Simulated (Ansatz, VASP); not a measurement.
## Ta in VASP and in Ansatz

```
CELL_PARAMETERS angstrom
-1.70082 1.70082 1.70082
1.70082 -1.70082 1.70082
1.70082 1.70082 -1.70082
ATOMIC_POSITIONS crystal
Ta 0.00000 0.00000 0.00000
```

Change from the starting cell: strain +0.030 along x and y, +0.030 along z, atoms carried along.

Alike in both runs: task single point; functional PBE; k mesh 20 × 20 × 20; occupations gaussian, width 0.15 eV; no spin polarisation.

|  | VASP | Ansatz |
| --- | --- | --- |
| version | VASP 6.6.1 | Ansatz 0.2.0 |
| potentials or method | VASP PAW PBE potentials, release 64 (Ta_pv), cutoff 520 eV | scalar-relativistic, plane waves, PAW |
| valence electrons in the cell | 11 | 13 |

```csv
,VASP,Ansatz,Ansatz less VASP
gap on the k mesh at the Fermi level (eV),none,none,-
pressure (GPa),-12.4,-12.5,-0.02
```

A gap of «none» marks a metal or a gap that the smearing closes. VASP's potentials hold 11 valence electrons a cell and Ansatz's 13, so a difference there can come from the potentials and not from the codes.

Spin-orbit coupling is off throughout.
